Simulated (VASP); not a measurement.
# TaN (Fm-3m) in VASP: a series of runs, part 2 of 2

VASP 6.6.1. Earlier steps stand in the parts before.

### Step 4. Single point, PBE

This run uses another cell than the first one, of 9.93 Å³/atom, 1.091 times its volume.

The input, INCAR:

```
SYSTEM = TaN
  PREC = Accurate
  ENCUT = 520
  EDIFF = 1E-7
  ISMEAR = 1
  SIGMA = 0.05
  LREAL = .False.
  LASPH = .True.
  NELM = 100
  ALGO = Normal
  ISIF = 2
  LWAVE = .False.
  LCHARG = .True.
  GGA = PE
  LELF = .True.
  LVHAR = .True.
  NBANDS = 15
```

The input, KPOINTS:

```
Automatic mesh
0
Gamma
  11 11 11
  0 0 0
```

The input, POSCAR:

```
TaN
1.0
    0.0000000000      2.1495504440      2.1495504440
    2.1495504440      0.0000000000      2.1495504440
    2.1495504440      2.1495504440      0.0000000000
Ta N
1 1
Direct
    0.5000000000      0.5000000000      0.5000000000
    0.0000000000      0.0000000000      0.0000000000
```

Potentials or basis: VASP PAW PBE potentials, release 64 (Ta_pv, N).

On the command line:

```
> cat potpaw_PBE.64/Ta_pv/POTCAR potpaw_PBE.64/N/POTCAR > POTCAR
> mpirun -np 1 vasp_std > vasp.out
```

OUTCAR:

```text
SYSTEM = TaN
   PREC = Accurate
   ENCUT = 520
   EDIFF = 1E-7
   ISMEAR = 1
   LREAL = .False.
   LASPH = .True.
   NELM = 100
   ISIF = 2
   GGA = PE

 ion  position               nearest neighbor table
   1  0.500  0.500  0.500-   2 2.15   2 2.15   2 2.15   2 2.15   2 2.15   2 2.15
   2  0.000  0.000  0.000-   1 2.15   1 2.15   1 2.15   1 2.15   1 2.15   1 2.15

  LATTYP: Found a face centered cubic cell.
 ALAT       =     4.2991008880

  Lattice vectors:

 A1 = (   0.0000000000,   2.1495504440,   2.1495504440)
 A2 = (   2.1495504440,   0.0000000000,   2.1495504440)
 A3 = (   2.1495504440,   2.1495504440,   0.0000000000)

Analysis of symmetry for initial positions (statically):
=====================================================================
 Subroutine PRICEL returns:
 Original cell was already a primitive cell.

 Routine SETGRP: Setting up the symmetry group for a
 face centered cubic supercell.

 Subroutine GETGRP returns: Found 48 space group operations
 (whereof 48 operations were pure point group operations)
 out of a pool of 48 trial point group operations.

The static configuration has the point symmetry O_h .

Analysis of symmetry for dynamics (positions and initial velocities):
=====================================================================
 Subroutine PRICEL returns:
 Original cell was already a primitive cell.

 Routine SETGRP: Setting up the symmetry group for a
 face centered cubic supercell.

 Subroutine GETGRP returns: Found 48 space group operations
 (whereof 48 operations were pure point group operations)
 out of a pool of 48 trial point group operations.

The dynamic configuration has the point symmetry O_h .

 Subroutine INISYM returns: Found 48 space group operations
 (whereof 48 operations are pure point group operations),
 and found     1 'primitive' translations

----------------------------------------------------------------------------------------

                                     Primitive cell

  volume of cell :      19.8643

  direct lattice vectors                    reciprocal lattice vectors
     0.000000000  2.149550444  2.149550444    -0.232606777  0.232606777  0.232606777
     2.149550444  0.000000000  2.149550444     0.232606777 -0.232606777  0.232606777
[... 123 lines left out ...]
 number of electron      15.9999997 magnetization

 Free energy of the ion-electron system (eV)
  ---------------------------------------------------
  ext. energy  EPLUGINS =         0.00000000
  ---------------------------------------------------
  free energy    TOTEN  =       -21.65349030 eV

  energy without entropy =      -21.65359853  energy(sigma->0) =      -21.65352638

 E-fermi :  10.4343     XC(G=0): -13.8194

 val. band max:       10.4151457024   @ k =   0.0000   0.0000   0.0000
 cond. band min:      10.4684347760   @ k =   0.2727   0.1818   0.0909
 fundamental gap:      0.0532890735
 Fermi energy:        10.4342554229

 k-point     1 :       0.0000    0.0000    0.0000
  band No.  band energies     occupation
      1     -25.3089      2.00000
      2     -25.3089      2.00000
      3     -25.3089      2.00000
      4      -9.0950      2.00000
      5       6.3131      2.00000
      6       6.3131      2.00000
      7       6.3131      2.00000
      8       8.0322      2.00000
      9       8.0322      2.00000
     10       8.0322      2.00000
     11      10.4151      1.59749
     12      10.4151      1.59748
     13      12.4660      0.00000
     14      19.7648      0.00000
[... 401 lines left out ...]
      2     -25.5419      2.00000
      3     -25.3502      2.00000
      4      -7.2287      2.00000
      5       1.6219      2.00000
      6       3.0349      2.00000
      7       3.9290      2.00000
      8       9.5646      2.00000
      9       9.9803      2.00000
     10      11.8905      0.00000
     11      12.5346      0.00000
     12      16.5081      0.00000
     13      16.8083      0.00000
     14      22.8458      0.00000
     15      24.2357      0.00000

 [... further k-points ...]

------------------------ aborting loop because EDIFF is reached ----------------------------------------

  FORCE on cell =-STRESS in cart. coord.  units (eV):
  Direction    XX          YY          ZZ          XY          YZ          ZX
  --------------------------------------------------------------------------------------
  -------------------------------------------------------------------------------------
  Total        4.1255575      4.1255575      4.1255575     -0.0000000     -0.0000000      0.0000000
  in kB      332.7517212    332.7517212    332.7517212     -0.0000000     -0.0000000      0.0000000
  external PRESSURE =     332.7517212 kB  Pullay stress =       0.0000000 kB

 VOLUME and BASIS-vectors are now :
 -----------------------------------------------------------------------------
  energy-cutoff  :      520.00
  volume of cell :       19.86
      direct lattice vectors                 reciprocal lattice vectors
     0.000000000  2.149550444  2.149550444    -0.232606777  0.232606777  0.232606777
     2.149550444  0.000000000  2.149550444     0.232606777 -0.232606777  0.232606777
     2.149550444  2.149550444  0.000000000     0.232606777  0.232606777 -0.232606777

 POSITION                                       TOTAL-FORCE (eV/Angst)
 -----------------------------------------------------------------------------------
      2.14955      2.14955      2.14955         0.000000      0.000000      0.000000
      0.00000      0.00000      0.00000        -0.000000     -0.000000     -0.000000
 -----------------------------------------------------------------------------------
    total drift:                                0.000000     -0.000000     -0.000000

  FREE ENERGIE OF THE ION-ELECTRON SYSTEM (eV)
  ---------------------------------------------------
  free  energy   TOTEN  =       -21.6534902966 eV

  energy  without entropy=      -21.6535985333  energy(sigma->0) =      -21.65352638
```

stdout:

```text
POSCAR found type information on POSCAR TaN
 POSCAR found :  2 types and       2 ions
 scaLAPACK will be used
 LDA part: xc-table for (Slater+PW92), standard interpolation
 POSCAR, INCAR and KPOINTS ok, starting setup
 FFT: planning ... GRIDC
 FFT: planning ... GRID_SOFT
 FFT: planning ... GRID
 WAVECAR not read
 entering main loop
```

Wall time 14 s (1 thread of Intel Xeon Platinum 8259CL at 2.50GHz (Skylake/Cascade Lake), shared host); peak memory 0.15 GiB.

What came out:

```
Free energy            : -21.6535 eV
Pressure               : 33.3 GPa
Band gap on the k mesh : zero (band 8 reaches 12.19 eV, above the bottom of band 9 at 8.03 eV)
```

Levels at points of the mesh, in eV from the Fermi level:
| k point | band 4 | band 5 | band 6 | band 7 | band 8 | band 9 | band 10 | band 11 | band 12 | band 13 |
| --- | --- | --- | --- | --- | --- | --- | --- | --- | --- | --- |
| (0.00, 0.00, 0.00) | -19.53 | -4.12 | -4.12 | -4.12 | -2.40 | -2.40 | -2.40 | -0.02 | -0.02 | 2.03 |

Caveat: spin-orbit coupling is left out, which moves the levels of the heavy elements.

### Step 5. Single point, PBE

This run uses another cell than the first one, of 10.35 Å³/atom, 1.136 times its volume.

The input, INCAR:

```
SYSTEM = TaN
  PREC = Accurate
  ENCUT = 520
  EDIFF = 1E-6
  ISMEAR = 1
  SIGMA = 0.05
  LREAL = .FALSE.
  LASPH = .TRUE.
  NELM = 80
  ALGO = Normal
  ISIF = 2
  LWAVE = .FALSE.
  LCHARG = .FALSE.
  GGA = PE
  NBANDS = 15
```

The input, KPOINTS:

```
regular mesh
0
G
  11 11 11
  0 0 0
```

The input, POSCAR:

```
TaN
1.0
    0.0000000000      2.1790000000      2.1790000000
    2.1790000000      0.0000000000      2.1790000000
    2.1790000000      2.1790000000      0.0000000000
Ta N
1 1
Direct
    0.5000000000      0.5000000000      0.5000000000
    0.0000000000      0.0000000000      0.0000000000
```

Potentials or basis: VASP PAW PBE potentials, release 64 (Ta_pv, N).

On the command line:

```
> cat potpaw_PBE.64/Ta_pv/POTCAR potpaw_PBE.64/N/POTCAR > POTCAR
> mpirun -np 1 vasp_std > vasp.out
```

OUTCAR:

```text
SYSTEM = TaN
   PREC = Accurate
   ENCUT = 520
   EDIFF = 1E-6
   ISMEAR = 1
   LREAL = .FALSE.
   LASPH = .TRUE.
   NELM = 80
   ISIF = 2
   GGA = PE

 ion  position               nearest neighbor table
   1  0.500  0.500  0.500-   2 2.18   2 2.18   2 2.18   2 2.18   2 2.18   2 2.18
   2  0.000  0.000  0.000-   1 2.18   1 2.18   1 2.18   1 2.18   1 2.18   1 2.18

  LATTYP: Found a face centered cubic cell.
 ALAT       =     4.3580000000

  Lattice vectors:

 A1 = (   0.0000000000,   2.1790000000,   2.1790000000)
 A2 = (   2.1790000000,   0.0000000000,   2.1790000000)
 A3 = (   2.1790000000,   2.1790000000,   0.0000000000)

Analysis of symmetry for initial positions (statically):
=====================================================================
 Subroutine PRICEL returns:
 Original cell was already a primitive cell.

 Routine SETGRP: Setting up the symmetry group for a
 face centered cubic supercell.

 Subroutine GETGRP returns: Found 48 space group operations
 (whereof 48 operations were pure point group operations)
 out of a pool of 48 trial point group operations.

The static configuration has the point symmetry O_h .

Analysis of symmetry for dynamics (positions and initial velocities):
=====================================================================
 Subroutine PRICEL returns:
 Original cell was already a primitive cell.

 Routine SETGRP: Setting up the symmetry group for a
 face centered cubic supercell.

 Subroutine GETGRP returns: Found 48 space group operations
 (whereof 48 operations were pure point group operations)
 out of a pool of 48 trial point group operations.

The dynamic configuration has the point symmetry O_h .

 Subroutine INISYM returns: Found 48 space group operations
 (whereof 48 operations are pure point group operations),
 and found     1 'primitive' translations

[... 117 lines left out ...]
  Thomas-Fermi vector in A             =   2.613832
   LORBIT       =      0    0 simple, 1 ext, 2 COOP (PROOUT), +10 PAW based schemes
   GGA     = PE    functional components
   LHFCALC =     F    Hartree Fock is set to
   AEXX    =    0.0000 exact exchange contribution
   IVDW    =     0    specifies the selected vdW correction
   LEPSILON=     F    determine dielectric tensor
   LRPA    =     F    only Hartree local field effects (RPA)
 non-spin polarized calculation
 Methfessel and Paxton  Order N= 1 SIGMA  =   0.05
  energy-cutoff  :      520.00
  volume of cell :       20.69
 maximum number of plane-waves:       568
   NGX = 11   NGY = 11   NGZ = 11

 number of electron      16.0000000 magnetization

 Free energy of the ion-electron system (eV)
  ---------------------------------------------------
  ext. energy  EPLUGINS =         0.00000000
  ---------------------------------------------------
  free energy    TOTEN  =       -21.77871949 eV

  energy without entropy =      -21.77886509  energy(sigma->0) =      -21.77876802

 E-fermi :   9.9534     XC(G=0): -13.5897

 val. band max:        9.9287347689   @ k =   0.0000   0.0000   0.0000
 cond. band min:       9.9869858420   @ k =   0.2727   0.1818   0.0909
 fundamental gap:      0.0582510731
 Fermi energy:         9.9533847317

 k-point     1 :       0.0000    0.0000    0.0000
  band No.  band energies     occupation
      1     -25.8673      2.00000
      2     -25.8673      2.00000
      3     -25.8673      2.00000
      4      -9.2303      2.00000
      5       5.9546      2.00000
      6       5.9546      2.00000
      7       5.9546      2.00000
      8       7.6758      2.00000
      9       7.6758      2.00000
     10       7.6758      2.00000
     11       9.9287      1.73248
     12       9.9287      1.73246
     13      11.6165      0.00000
     14      19.2734      0.00000
[... 401 lines left out ...]
      2     -26.0680      2.00000
      3     -25.9045      2.00000
      4      -7.5030      2.00000
      5       1.4153      2.00000
      6       2.8350      2.00000
      7       3.6555      2.00000
      8       9.1337      2.00000
      9       9.5283      2.00000
     10      11.3129      0.00000
     11      11.8627      0.00000
     12      15.6976      0.00000
     13      15.9868      0.00000
     14      22.2710      0.00000
     15      23.3887      0.00000

 [... further k-points ...]
[... 5 lines left out ...]
  --------------------------------------------------------------------------------------
  -------------------------------------------------------------------------------------
  Total        2.0060091      2.0060091      2.0060091      0.0000000      0.0000000      0.0000000
  in kB      155.3251563    155.3251563    155.3251563      0.0000000      0.0000000      0.0000000
  external PRESSURE =     155.3251563 kB  Pullay stress =       0.0000000 kB

 VOLUME and BASIS-vectors are now :
 -----------------------------------------------------------------------------
  energy-cutoff  :      520.00
  volume of cell :       20.69
      direct lattice vectors                 reciprocal lattice vectors
     0.000000000  2.179000000  2.179000000    -0.229463056  0.229463056  0.229463056
     2.179000000  0.000000000  2.179000000     0.229463056 -0.229463056  0.229463056
     2.179000000  2.179000000  0.000000000     0.229463056  0.229463056 -0.229463056

 POSITION                                       TOTAL-FORCE (eV/Angst)
 -----------------------------------------------------------------------------------
      2.17900      2.17900      2.17900        -0.000000      0.000000     -0.000000
      0.00000      0.00000      0.00000         0.000000     -0.000000      0.000000
 -----------------------------------------------------------------------------------
    total drift:                                0.000000     -0.000000     -0.000000

  FREE ENERGIE OF THE ION-ELECTRON SYSTEM (eV)
  ---------------------------------------------------
  free  energy   TOTEN  =       -21.7787194922 eV

  energy  without entropy=      -21.7788650892  energy(sigma->0) =      -21.77876802
```

Wall time 12 s (1 thread of Intel Xeon Platinum 8259CL at 2.50GHz (Skylake/Cascade Lake), shared host); peak memory 0.15 GiB.

What came out:

```
Free energy            : -21.7787 eV
Pressure               : 15.5 GPa
Band gap on the k mesh : zero (band 8 reaches 11.61 eV, above the bottom of band 9 at 7.68 eV)
```

Caveat: spin-orbit coupling is left out, which moves the levels of the heavy elements.

### Step 6. Summary

```tsv
cell	gap on the mesh (eV)	pressure (GPa)
a = 2.953 Å, angles 60.0°, 2 atoms	none	82.3
a = 2.997 Å, angles 60.0°, 2 atoms	none	55.2
a = 3.040 Å, angles 60.0°, 2 atoms	none	33.3
a = 3.082 Å, angles 60.0°, 2 atoms	none	15.5
```

Alike in all rows: task single point; level PBE; potentials or basis VASP PAW PBE potentials, release 64 (Ta_pv, N); no spin polarisation; k mesh 11 × 11 × 11; cutoff (eV) 520; smearing methfessel-paxton 0.05 eV.

Caveats: spin-orbit coupling is left out, which moves the levels of the heavy elements.

Total energies depend on the potentials used, so only differences within one code and one set of settings carry meaning.
